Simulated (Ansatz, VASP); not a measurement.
## TiCo in VASP and in Ansatz

```xyz
2
Lattice="2.9719 0.0000 0.0000 0.0000 2.9719 0.0000 0.0000 0.0000 2.9719" Properties=species:S:1:pos:R:3 pbc="T T T"
Ti    1.4859    1.4859    1.4859
Co    0.0000    0.0000    0.0000
```

Alike in both runs: functional PBE; k mesh 18 × 18 × 18; occupations gaussian, width 0.1 eV; no spin polarisation.

Ansatz relaxed the structure, and its values are those at the end. VASP's run is a single point on that final structure, the one shown.

```csv
,VASP,Ansatz
version,VASP 6.6.1,Ansatz 0.2.0
potentials or method,"VASP PAW PBE potentials, release 64 (Ti_sv, Co), cutoff 520 eV","scalar-relativistic, plane waves, PAW"
valence electrons in the cell,21,29
```

VASP gave:

```
gap on the k mesh at the Fermi level (eV) : none
pressure (GPa)                            : -0.6
```

Task: What did Ansatz give for the same quantities?

Result: gap on the k mesh at the Fermi level (eV): none; pressure (GPa): 0.0.

A gap of «none» marks a metal or a gap that the smearing closes. VASP's potentials hold 21 valence electrons a cell and Ansatz's 29, so a difference there can come from the potentials and not from the codes.
